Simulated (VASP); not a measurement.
Wanted: the native input for a VASP 6.6.1 run.

* Task: single point
* Functional: PBE
* Potentials or basis: VASP PAW PBE potentials, release 64 (Ta_pv, N)
* Cutoff: 520 eV
* k mesh: 7 × 7 × 7
* Occupations: gaussian, width 0.2 eV
* Spin: no spin polarisation
* Dipole correction: no
* Further INCAR settings: ALGO = Normal; EDIFF = 1e-07; NBANDS = 39

The structure of Ta5N lies in POSCAR:

```
Ta5N
1.0
   -1.6240765437      1.6240765437      9.0933600158
    1.6240765437     -1.6240765437      9.0933600158
    1.6240765437      1.6240765437     -9.0933600158
Ta N
5 1
Direct
    0.6131782008      0.6131782008      0.0000000000
    0.3868217992      0.3868217992      0.0000000000
    0.0000000000      0.0000000000      0.0000000000
    0.2039614119      0.2039614119      0.0000000000
    0.7960385881      0.7960385881      0.0000000000
    0.5000000000      0.5000000000      0.0000000000
```

One way to write it, as run:

INCAR

```
SYSTEM = Ta5N
PREC = Accurate
ENCUT = 520
EDIFF = 1E-7
ISMEAR = 0
SIGMA = 0.2
LREAL = .False.
LASPH = .True.
NELM = 80
ALGO = Normal
ISIF = 2
LWAVE = .False.
LCHARG = .True.
GGA = PE
LELF = .True.
LVHAR = .True.
NBANDS = 39
```

KPOINTS

```
Automatic mesh
0
Gamma
  7 7 7
  0 0 0
```

Potentials or basis: VASP PAW PBE potentials, release 64 (Ta_pv, N).

The run is started by

```console
$ cat potpaw_PBE.64/Ta_pv/POTCAR potpaw_PBE.64/N/POTCAR > POTCAR
$ mpirun -np 1 vasp_std > vasp.out
```

Results of the run:

```json
{"Pressure": "0.4 GPa", "Largest force": "0.041 eV/Å", "Band gap on the k mesh": "zero (bands 30 and 31 overlap by 1.58 eV)"}
```

Caveat: spin-orbit coupling is left out, which moves the levels of the heavy elements.

Run time: 12 min on 1 thread of Intel(R) Xeon(R) 6975P-C (Granite Rapids), with other jobs on the host, peak memory 0.72 GiB.
